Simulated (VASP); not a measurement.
# W (Im-3m) in VASP: further runs

W is run at these levels: r2SCAN; tasks: single point.

All numbers are computed with VASP 6.6.1; they aren't measurements. Logs are shortened: lines on timing, memory, paths and dates and some standing lists are left out, and cuts for length are marked.

### Step 1. The cell of the first run

Symmetry: Im-3m, No. 229, cubic system. The conventional cell has a = 3.124 Å, b = 3.124 Å, c = 3.124 Å, α = 90.00°, β = 90.00°, γ = 90.00°. W (site symmetry m-3m) has 14 W at 2.71 to 3.12 Å within 3.6 Å.

### Step 2. Single point, r2SCAN

POSCAR reads:

```
W
1.0
   -1.5618471338      1.5618471338      1.5618471338
    1.5618471338     -1.5618471338      1.5618471338
    1.5618471338      1.5618471338     -1.5618471338
W
1
Direct
    0.0000000000      0.0000000000      0.0000000000
```

INCAR.step1 reads:

```
ALGO = Normal ; EDIFF = 1E-4
ENCUT = 520 ; GGA = PE
ISMEAR = -1 ; LASPH = True
LCHARG = False ; LREAL = False
LWAVE = True ; NBANDS = 13
NELM = 100 ; PREC = Accurate
SIGMA = 0.1
```

INCAR.step2 reads:

```
ALGO = Normal ; EDIFF = 1E-6
ENCUT = 520 ; ISIF = 2
ISMEAR = -1 ; ISTART = 1
LASPH = True ; LCHARG = True
LELF = True ; LMIXTAU = True
LREAL = False ; LVHAR = True
LWAVE = False ; METAGGA = R2SCAN
NBANDS = 13 ; NELM = 100
PREC = Accurate ; SIGMA = 0.1
```

KPOINTS reads:

```
k-points
0
Gamma
  24 24 24
```

Potentials or basis: VASP PAW PBE potentials, release 64 (W_sv).

On the command line:

```sh
$ cat potpaw_PBE.64/W_sv/POTCAR > POTCAR
$ cp INCAR.step1 INCAR
$ mpirun -np 1 vasp_std > vasp.out
$ cp INCAR.step2 INCAR
$ mpirun -np 1 vasp_std > vasp.out
```

OUTCAR:

```text
EDIFF = 1E-6
   ENCUT = 520
   ISIF = 2
   ISMEAR = -1
   ISTART = 1
   LASPH = True
   LREAL = False
   METAGGA = R2SCAN
   NELM = 100
   PREC = Accurate

 ion  position               nearest neighbor table
   1  0.000  0.000  0.000-

  LATTYP: Found a body centered cubic cell.
 ALAT       =     3.1236942676

  Lattice vectors:

 A1 = (  -1.5618471338,   1.5618471338,   1.5618471338)
 A2 = (   1.5618471338,  -1.5618471338,   1.5618471338)
 A3 = (   1.5618471338,   1.5618471338,  -1.5618471338)

Analysis of symmetry for initial positions (statically):
=====================================================================
 Subroutine PRICEL returns:
 Original cell was already a primitive cell.

 Routine SETGRP: Setting up the symmetry group for a
 body centered cubic supercell.

 Subroutine GETGRP returns: Found 48 space group operations
 (whereof 48 operations were pure point group operations)
 out of a pool of 48 trial point group operations.

The static configuration has the point symmetry O_h .

Analysis of symmetry for dynamics (positions and initial velocities):
=====================================================================
 Subroutine PRICEL returns:
 Original cell was already a primitive cell.

 Routine SETGRP: Setting up the symmetry group for a
 body centered cubic supercell.

 Subroutine GETGRP returns: Found 48 space group operations
 (whereof 48 operations were pure point group operations)
 out of a pool of 48 trial point group operations.

The dynamic configuration has the point symmetry O_h .

 Subroutine INISYM returns: Found 48 space group operations
 (whereof 48 operations are pure point group operations),
 and found     1 'primitive' translations

----------------------------------------------------------------------------------------

                                     Primitive cell

  volume of cell :      15.2397

  direct lattice vectors                    reciprocal lattice vectors
    -1.561847134  1.561847134  1.561847134     0.000000000  0.320133763  0.320133763
     1.561847134 -1.561847134  1.561847134     0.320133763  0.000000000  0.320133763
     1.561847134  1.561847134 -1.561847134     0.320133763  0.320133763  0.000000000

  length of vectors
     2.705198589  2.705198589  2.705198589     0.452737509  0.452737509  0.452737509

  position of ions in fractional coordinates (direct lattice)
     0.000000000  0.000000000  0.000000000

  ion indices of the primitive-cell ions
   primitive index   ion index
                 1           1

----------------------------------------------------------------------------------------

 KPOINTS: k-points

Automatic generation of k-mesh.
 Grid dimensions read from file:
 generate k-points for:   24   24   24

 Generating k-lattice:

  Cartesian coordinates                     Fractional coordinates (reciprocal lattice)
     0.000000000  0.013338907  0.013338907     0.041666667  0.000000000  0.000000000
     0.013338907  0.000000000  0.013338907     0.000000000  0.041666667  0.000000000
     0.013338907  0.013338907  0.000000000     0.000000000  0.000000000  0.041666667

  Length of vectors
     0.018864063  0.018864063  0.018864063

  Shift w.r.t. Gamma in fractional coordinates (k-lattice)
     0.000000000  0.000000000  0.000000000

 Subroutine IBZKPT returns following result:
 ===========================================

 Found    413 irreducible k-points:

 Following reciprocal coordinates:
            Coordinates               Weight
  0.000000  0.000000  0.000000      1.000000
  0.041667  0.000000  0.000000     12.000000
  0.083333  0.000000  0.000000     12.000000
  0.125000  0.000000  0.000000     12.000000
  0.166667  0.000000  0.000000     12.000000
  0.208333  0.000000  0.000000     12.000000
[... 16 lines left out ...]
  0.416667  0.041667  0.000000     48.000000
  0.458333  0.041667  0.000000     48.000000
 [... further k-points ...]
   k-points           NKPTS =    413   k-points in BZ     NKDIM =    413   number of bands    NBANDS=     13
   number of dos      NEDOS =    301   number of ions     NIONS =      1
   total plane-waves  NPLWV =   8000
   dimension x,y,z NGX =    20 NGY =   20 NGZ =   20
   dimension x,y,z NGXF=    40 NGYF=   40 NGZF=   40
   ions per type =               1
   NGX,Y,Z   is equivalent  to a cutoff of  12.29, 12.29, 12.29 a.u.
   NGXF,Y,Z  is equivalent  to a cutoff of  24.58, 24.58, 24.58 a.u.
 SYSTEM =  unknown system
   PREC   = accura    normal or accurate (medium, high low for compatibility)
   ISTART =      1    job   : 0-new  1-cont  2-samecut
   ICHARG =      0    charge: 1-file 2-atom 10-const
   ISPIN  =      1    spin polarized calculation?
   LNONCOLLINEAR =      F non collinear calculations
   LSORBIT =      F    spin-orbit coupling
   LASPH  =      T    aspherical Exc in radial PAW
   ENCUT  =  520.0 eV  38.22 Ry    6.18 a.u.   5.03  5.03  5.03*2*pi/ulx,y,z
   NELM   =    100;   NELMIN=  2; NELMDL=  0     # of ELM steps
   EDIFF  = 0.1E-05   stopping-criterion for ELM
   LREAL  =      F    real-space projection
   EDIFFG = 0.1E-04   stopping-criterion for IOM
   NSW    =      0    number of steps for IOM
   IBRION =     -1    ionic relax: 0-MD 1-quasi-New 2-CG
   NFREE  =      0    steps in history (QN), initial steepest desc. (CG)
   ISIF   =      2    stress and relaxation
   ISYM   =      2    0-nonsym 1-usesym 2-fastsym
   POTIM  = 0.5000    time-step for ionic-motion
   TEBEG  =    0.0;   TEEND  =   0.0 temperature during run
   PSTRESS=    0.0 pullay stress
   NELECT =      14.0000    total number of electrons
   NUPDOWN=      -1.0000    fix difference up-down
   EMIN   =  10.00;   EMAX   =-10.00  energy-range for DOS
   EFERMI =   0.00;   METHOD = LEGACY
   ISMEAR =    -1;   SIGMA  =   0.10  broadening in eV -4-tet -1-fermi 0-gaus
   EFERMI_NEDOS =   21; number of points for ismear=-14 and -15
   IALGO  =     38    algorithm
   IMIX   =      4    mixing-type and parameters
     AMIX     =   0.40;   BMIX     =  1.00
     AMIX_MAG =   1.60;   BMIX_MAG =  1.00
  volume/ion in A,a.u.               =      15.24       102.84
  Fermi-wavevector in a.u.,A,eV,Ry     =   1.591448  3.007400 34.459546  2.532705
  Thomas-Fermi vector in A             =   2.689986
   LORBIT       =      0    0 simple, 1 ext, 2 COOP (PROOUT), +10 PAW based schemes
   METAGGA = R2SCAN    functional components
   LHFCALC =     F    Hartree Fock is set to
   AEXX    =    0.0000 exact exchange contribution
   IVDW    =     0    specifies the selected vdW correction
   LEPSILON=     F    determine dielectric tensor
   LRPA    =     F    only Hartree local field effects (RPA)
 non-spin polarized calculation
  energy-cutoff  :      520.00
  volume of cell :       15.24
 maximum number of plane-waves:       427
   NGX =  9   NGY =  9   NGZ =  9

 number of electron      14.0000003 magnetization

 Free energy of the ion-electron system (eV)
  ---------------------------------------------------
  ext. energy  EPLUGINS =         0.00000000
  ---------------------------------------------------
  free energy    TOTEN  =       -51.32340241 eV

  energy without entropy =      -51.31072968  energy(sigma->0) =      -51.31706604

 E-fermi :  11.9017     XC(G=0): -15.2173

 val. band max:       11.8867133894   @ k =  -0.2500   0.2917   0.1250
 cond. band min:      11.9091305007   @ k =   0.1667   0.0000   0.0000
 fundamental gap:      0.0224171113
 Fermi energy:        11.9016817785

 k-point     1 :       0.0000    0.0000    0.0000
  band No.  band energies     occupation
      1     -64.1979      2.00000
      2     -26.9900      2.00000
      3     -26.9900      2.00000
      4     -26.9900      2.00000
      5       1.5200      2.00000
      6      10.5167      2.00000
      7      10.5167      2.00000
      8      10.5167      2.00000
      9      14.5185      0.00000
     10      14.5185      0.00000
     11      27.2136      0.00000
     12      27.2136      0.00000
     13      27.2136      0.00000

 k-point     2 :       0.0417    0.0000    0.0000
  band No.  band energies     occupation
      1     -64.1949      2.00000
      2     -27.0191      2.00000
      3     -26.9988      2.00000
      4     -26.9902      2.00000
      5       1.6128      2.00000
      6      10.4583      2.00000
      7      10.5037      2.00000
      8      10.6058      2.00000
      9      14.4187      0.00000
     10      14.5175      0.00000
     11      27.2956      0.00000
     12      27.3711      0.00000
     13      27.4503      0.00000

 k-point     3 :       0.0833    0.0000    0.0000
  band No.  band energies     occupation
      1     -64.1861      2.00000
      2     -27.1038      2.00000
      3     -27.0248      2.00000
      4     -26.9907      2.00000
      5       1.8853      2.00000
      6      10.2913      2.00000
      7      10.4551      2.00000
      8      10.8716      1.99993
      9      14.1708      0.00000
     10      14.5175      0.00000
     11      27.5212      0.00000
     12      27.8350      0.00000
     13      28.0993      0.00000
[... 305 lines left out ...]
 k-point    23 :       0.4167    0.0417    0.0000
  band No.  band energies     occupation
      1     -64.0243      2.00000
      2     -28.4870      2.00000
      3     -27.4786      2.00000
      4     -27.0119      2.00000
      5       5.1281      2.00000
      6       8.0112      2.00000
      7      11.8352      1.32087
      8      14.4068      0.00000
      9      15.4688      0.00000
     10      18.1047      0.00000
     11      24.4165      0.00000
     12      24.7543      0.00000
     13      30.8258      0.00000

 k-point    24 :       0.4583    0.0417    0.0000
  band No.  band energies     occupation
      1     -64.0182      2.00000
      2     -28.5345      2.00000
      3     -27.4953      2.00000
      4     -27.0123      2.00000
      5       5.1041      2.00000
      6       7.9427      2.00000
      7      12.3053      0.03473
      8      14.3618      0.00000
      9      15.5709      0.00000
     10      18.6096      0.00000
     11      24.1021      0.00000
     12      24.2947      0.00000
     13      30.1459      0.00000

 [... further k-points ...]

------------------------ aborting loop because EDIFF is reached ----------------------------------------

  FORCE on cell =-STRESS in cart. coord.  units (eV):
  Direction    XX          YY          ZZ          XY          YZ          ZX
  --------------------------------------------------------------------------------------
  -------------------------------------------------------------------------------------
  Total        1.5674821      1.5674821      1.5674821     -0.0000000      0.0000000      0.0000000
  in kB      164.7925650    164.7925650    164.7925650     -0.0000000      0.0000000      0.0000000
  external PRESSURE =     164.7925650 kB  Pullay stress =       0.0000000 kB

 VOLUME and BASIS-vectors are now :
 -----------------------------------------------------------------------------
  energy-cutoff  :      520.00
  volume of cell :       15.24
      direct lattice vectors                 reciprocal lattice vectors
    -1.561847134  1.561847134  1.561847134     0.000000000  0.320133763  0.320133763
     1.561847134 -1.561847134  1.561847134     0.320133763  0.000000000  0.320133763
     1.561847134  1.561847134 -1.561847134     0.320133763  0.320133763  0.000000000

 POSITION                                       TOTAL-FORCE (eV/Angst)
 -----------------------------------------------------------------------------------
      0.00000      0.00000      0.00000         0.000000      0.000000      0.000000
 -----------------------------------------------------------------------------------
    total drift:                                0.000000     -0.000000      0.000000

  FREE ENERGIE OF THE ION-ELECTRON SYSTEM (eV)
  ---------------------------------------------------
  free  energy   TOTEN  =       -51.3234024090 eV

  energy  without entropy=      -51.3107296795  energy(sigma->0) =      -51.31706604
```

It took 4.1 min on 1 thread of Intel Xeon 8259CL, shared host; peak memory 0.19 GiB.

What came out:

| Property | Result |
| --- | --- |
| Free energy | -51.3234 eV |
| Pressure | 16.5 GPa |
| Band gap on the k mesh | zero (bands 7 and 8 overlap by 6.99 eV) |

Levels at points of the mesh, in eV from the Fermi level:
| k point | band 5 | band 6 | band 7 | band 8 | band 9 | band 10 |
| --- | --- | --- | --- | --- | --- | --- |
| (0.00, 0.00, 0.00) | -10.38 | -1.38 | -1.38 | -1.38 | 2.62 | 2.62 |
| (0.50, 0.00, 0.00) | -6.87 | -3.99 | 0.65 | 2.49 | 3.59 | 6.68 |
| (0.50, 0.50, 0.50) | -6.40 | -6.40 | 5.60 | 5.60 | 5.60 | 8.86 |

Caveat: the cell stands under pressure; the PAW data sets were made with another functional, which shifts forces and pressure a little; spin-orbit coupling is left out, which moves the levels of the heavy elements.

### Step 3. Single point, r2SCAN

This run uses another cell than the first one, of 15.45 Å³/atom.

POSCAR reads:

```
W
1.0
   -1.5689058149      1.5689058149      1.5689058149
    1.5689058149     -1.5689058149      1.5689058149
    1.5689058149      1.5689058149     -1.5689058149
W
1
Direct
    0.0000000000      0.0000000000      0.0000000000
```

INCAR.step1 reads:

```
ALGO = Normal
EDIFF = 1E-4
ENCUT = 520
GGA = PE
ISMEAR = -1
LASPH = T
LCHARG = F
LREAL = F
LWAVE = T
NBANDS = 13
NELM = 60
PREC = Accurate
SIGMA = 0.1
```

INCAR.step2 reads:

```
ALGO = Normal
EDIFF = 1E-6
ENCUT = 520
ISIF = 2
ISMEAR = -1
ISTART = 1
LASPH = T
LCHARG = F
LMIXTAU = T
LREAL = F
LWAVE = F
METAGGA = R2SCAN
NBANDS = 13
NELM = 60
PREC = Accurate
SIGMA = 0.1
```

KPOINTS is that of step 2.

Potentials or basis: VASP PAW PBE potentials, release 64 (W_sv).

On the command line:

```sh
$ cat potpaw_PBE.64/W_sv/POTCAR > POTCAR
$ cp INCAR.step1 INCAR
$ mpirun -np 1 vasp_std > vasp.out
$ cp INCAR.step2 INCAR
$ mpirun -np 1 vasp_std > vasp.out
```

Wall time 3.4 min (1 thread of Intel Xeon 8259CL, shared host); peak memory 0.19 GiB.

The run converged. Its results:

```yaml
Free_energy: -51.3416 eV
Pressure: 11.4 GPa
Band_gap_on_the_k_mesh: zero (bands 7 and 8 overlap by 6.86 eV)
```

Levels at points of the mesh, in eV from the Fermi level:
| k point | band 4 | band 5 | band 6 | band 7 | band 8 | band 9 | band 10 | band 11 |
| --- | --- | --- | --- | --- | --- | --- | --- | --- |
| (0.00, 0.00, 0.00) | -38.93 | -10.30 | -1.36 | -1.36 | -1.36 | 2.59 | 2.59 | 15.29 |
| (0.50, 0.00, 0.00) | -38.94 | -6.77 | -3.91 | 0.60 | 2.45 | 3.53 | 6.55 | 12.08 |
| (0.50, 0.50, 0.50) | -39.96 | -6.27 | -6.27 | 5.50 | 5.50 | 5.50 | 8.74 | 8.74 |

Caveat: the cell stands under pressure; the PAW data sets were made with another functional, which shifts forces and pressure a little; spin-orbit coupling is left out, which moves the levels of the heavy elements.

(Continued in part 2 of 2.)

The gap in the log of VASP goes by the Fermi energy; the results here count the filled bands.